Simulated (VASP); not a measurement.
A run of VASP 6.6.1:

The input INCAR:

```
SYSTEM = Au
PREC = Accurate ; ENCUT = 520
EDIFF = 1E-6 ; ISMEAR = 0
SIGMA = 0.1 ; LREAL = .FALSE.
LASPH = .TRUE. ; NELM = 80
ALGO = Fast ; ISIF = 2
LWAVE = .FALSE. ; LCHARG = .FALSE.
GGA = PE ; NBANDS = 18
```

The input KPOINTS:

```
regular mesh
0
G
  16 16 16
  0 0 0
```

File POSCAR:

```
Au
1.0
    3.1032304960      0.0000000000      0.0000000000
    0.0000000000      3.4124019528      0.0000000000
    0.0000000000      0.0000000000      3.4124019528
Au
2
Direct
    0.0000000000      0.0000000000      0.0000000000
    0.5000000000      0.5000000000      0.5000000000
```

Potentials or basis: VASP PAW PBE potentials, release 64 (Au).

Command:

```console
$ cat potpaw_PBE.64/Au/POTCAR > POTCAR
$ mpirun -np 1 vasp_std > vasp.out
```

Hardware: 1 thread of Intel(R) Xeon(R) Platinum 8488C (Sapphire Rapids), with other jobs on the host.

Q: Estimate the wall time of this run.

A: It took 91 s on 1 thread of Intel(R) Xeon(R) Platinum 8488C (Sapphire Rapids), on a shared host, peak memory 0.32 GiB. Counts: scf iterations 12, k points 405.
